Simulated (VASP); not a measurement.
# VNiC4N4: single point with PBE

The system is VNiC4N4.

```
V Ni C N
1.0
     5.66194    0.00000    0.00000
     0.00000    5.66194    0.00000
     0.00000    0.00000    5.66194
V Ni C N
1 1 4 4
Direct
  0.50000 0.50000 0.50000
  0.00000 0.00000 0.00000
  0.18687 0.18687 0.18687
  0.18687 0.81313 0.81313
  0.81313 0.18687 0.81313
  0.81313 0.81313 0.18687
  0.30867 0.30867 0.30867
  0.30867 0.69133 0.69133
  0.69133 0.30867 0.69133
  0.69133 0.69133 0.30867
```

```json
{
 "Program": "VASP 6.6.1",
 "Task": "single point",
 "Functional": "PBE",
 "Potentials or basis": "VASP PAW PBE potentials, release 64 (V_sv, Ni, C, N)",
 "Cutoff": "520 eV",
 "k mesh": "4 × 4 × 4",
 "Occupations": "gaussian, width 0.1 eV",
 "Spin": "collinear spin, ferromagnetic start",
 "Starting moments": "[-2.0, -2.0, 0.0, 0.0, 0.0, 0.0, 0.0, 0.0, 0.0, 0.0] μB",
 "Dipole correction": "no",
 "Further INCAR settings": "ALGO = Normal; EDIFF = 1e-07; NBANDS = 44"
}
```

| Property | Result |
| --- | --- |
| Pressure | 0.1 GPa |
| Largest force | 0.192 eV/Å |
| Band gap on the k mesh | zero (filled and empty bands overlap) |
| Net moment | -1.00 μB per cell |
| Site moments | V -1.15; Ni +0.27; C -0.04; N +0.04 μB |
| Valence electrons inside the program's atomic spheres | V 11.62; Ni 9.80; C 2.51; N 3.93 |

Forces on the atoms (eV/Å):
```
V    0.000  0.000  0.000
Ni   0.000  0.000  0.000
C   -0.108 -0.108 -0.108
C   -0.108  0.108  0.108
C    0.108 -0.108  0.108
C    0.108  0.108 -0.108
N    0.111  0.111  0.111
N    0.111 -0.111 -0.111
N   -0.111  0.111 -0.111
N   -0.111 -0.111  0.111
```

Levels at points of the mesh, in eV from the Fermi level:
Spin up:
| k point | band 27 | band 28 | band 29 | band 30 | band 31 | band 32 |
| --- | --- | --- | --- | --- | --- | --- |
| (0.00, 0.00, 0.00) | -0.86 | -0.86 | -0.86 | 0.90 | 0.90 | 1.38 |
| (0.50, 0.00, 0.00) | -1.07 | -0.80 | -0.80 | 0.88 | 1.10 | 1.63 |
| (0.50, 0.50, 0.00) | -1.00 | -0.72 | -0.72 | 0.87 | 1.09 | 1.58 |
| (0.50, 0.50, 0.50) | -0.73 | -0.73 | -0.73 | 0.99 | 0.99 | 1.54 |
Spin down:
| k point | band 27 | band 28 | band 29 | band 30 | band 31 | band 32 | band 33 | band 34 |
| --- | --- | --- | --- | --- | --- | --- | --- | --- |
| (0.00, 0.00, 0.00) | -0.70 | -0.70 | -0.70 | -0.24 | -0.24 | 1.00 | 1.00 | 1.00 |
| (0.50, 0.00, 0.00) | -1.36 | -0.66 | -0.66 | -0.42 | 0.31 | 1.19 | 1.36 | 1.36 |
| (0.50, 0.50, 0.00) | -1.24 | -0.56 | -0.56 | -0.40 | 0.26 | 1.14 | 1.35 | 1.35 |
| (0.50, 0.50, 0.50) | -0.54 | -0.54 | -0.54 | -0.13 | -0.13 | 1.10 | 1.10 | 1.10 |

It took 2 min on 1 thread of AMD EPYC 9R45 96-Core Processor (Zen 5), with other jobs on the host, peak memory 0.36 GiB.

Caveat: a cell with one magnetic atom can't hold antiferromagnetic order, which such compounds often take. With open d or f shells a metallic result of PBE can be an artefact of self-interaction; +U or a hybrid may open a gap.
